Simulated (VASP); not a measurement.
Set up this calculation in VASP 6.6.1, as the native input.

| Property | Result |
| --- | --- |
| Task | relaxation of cell and atoms |
| Functional | PBE |
| Potentials or basis | VASP PAW PBE potentials, release 64 (Ge_d) |
| Cutoff | 600 eV |
| k mesh | 24 × 24 × 24 |
| Occupations | gaussian, width 0.1 eV |
| Spin | no spin polarisation |
| Dipole correction | no |
| Further INCAR settings | ALGO = Normal; EDIFF = 1e-06; IBRION = 2; EDIFFG = -0.01; NSW = 100; ISIF = 3 |

The structure of Ge lies in POSCAR:

```
Ge
1.0
   -1.5327809337      1.6458190362      1.9175979558
    1.5327809337     -1.6458190362      1.9175979558
    1.5327809337      1.6458190362     -1.9175979558
Ge
1
Direct
    0.0000000000      0.5000000000      0.5000000000
```

These files were run (other wordings do the same):

INCAR

```
  ALGO = Normal
  EDIFF = 1E-6
  EDIFFG = -0.01
  ENCUT = 600
  GGA = PE
  IBRION = 2
  ISIF = 3
  ISMEAR = 0
  LASPH = T
  LCHARG = F
  LREAL = F
  LWAVE = F
  NELM = 100
  NSW = 100
  PREC = Accurate
  SIGMA = 0.1
```

KPOINTS

```
k-points
0
Gamma
  24 24 24
```

Potentials or basis: VASP PAW PBE potentials, release 64 (Ge_d).

Launch:

```sh
$ cat potpaw_PBE.64/Ge_d/POTCAR > POTCAR
$ mpirun -np 1 vasp_std > vasp.out
```

Results of the run:

| Item | Value |
| --- | --- |
| Relaxed volume | 19.45 Å³/atom |
| Relaxed cell | a = 2.950 Å, b = 2.950 Å, c = 2.950 Å, α = 113.79°, β = 113.93°, γ = 101.01° |
| Space group after relaxing (to 0.05 Å) | I4/mmm (No. 139) |
| Energy gained by relaxing | 2.7 meV/atom |
| Ionic steps | 17 |
| Pressure after relaxing | -0.1 GPa |
| Band gap on the k mesh | zero (band 7 reaches 15.04 eV, above the bottom of band 8 at 3.77 eV) |

It took 15 min on 1 thread of Intel(R) Xeon(R) 6975P-C (Granite Rapids), with other jobs on the host, peak memory 0.67 GiB.
